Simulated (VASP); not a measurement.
Input of a VASP 6.6.1 run:

Contents of POSCAR:

```
W
1.0
   -1.6099897893      1.6099897893      1.6099897893
    1.6099897893     -1.6099897893      1.6099897893
    1.6099897893      1.6099897893     -1.6099897893
W
1
Direct
    0.0000000000      0.0000000000      0.0000000000
```

The input INCAR.step1:

```
ALGO     = Normal         # electronic algorithm
EDIFF    = 1E-4           # SCF threshold, eV
ENCUT    = 520            # plane-wave cutoff, eV
GGA      = PE             # functional
ISMEAR   = 1              # smearing method
LASPH    = True           # aspherical terms in the spheres
LCHARG   = False          # write CHGCAR
LREAL    = False          # projectors in reciprocal space
LWAVE    = True           # write WAVECAR
NBANDS   = 13             # bands
NELM     = 100            # most SCF steps
PREC     = Accurate       # precision mode
SIGMA    = 0.1            # smearing width, eV
```

INCAR.step2

```
ALGO     = Normal         # electronic algorithm
EDIFF    = 1E-6           # SCF threshold, eV
ENCUT    = 520            # plane-wave cutoff, eV
ISIF     = 2              # what is computed and relaxed
ISMEAR   = 1              # smearing method
ISTART   = 1            
LASPH    = True           # aspherical terms in the spheres
LCHARG   = True           # write CHGCAR
LELF     = True           # ELF
LMIXTAU  = True         
LREAL    = False          # projectors in reciprocal space
LVHAR    = True         
LWAVE    = False          # write WAVECAR
METAGGA  = R2SCAN         # meta-GGA
NBANDS   = 13             # bands
NELM     = 100            # most SCF steps
PREC     = Accurate       # precision mode
SIGMA    = 0.1            # smearing width, eV
```

File KPOINTS:

```
k-points
0
Gamma
  13 13 13
```

Potentials or basis: VASP PAW PBE potentials, release 64 (W_sv).

Launch:

```console
$ cat potpaw_PBE.64/W_sv/POTCAR > POTCAR
$ cp INCAR.step1 INCAR
$ mpirun -np 1 vasp_std > vasp.out
$ cp INCAR.step2 INCAR
$ mpirun -np 1 vasp_std > vasp.out
```

(1) What does it give for the pressure?

(2) What does it give for the band gap on the k mesh?

Answers

(1) -13.3 GPa.

(2) zero (band 7 reaches 14.90 eV, above the bottom of band 8 at 9.36 eV).

Caveat: the PAW data sets were made with another functional, which shifts forces and pressure a little; spin-orbit coupling is left out, which moves the levels of the heavy elements.
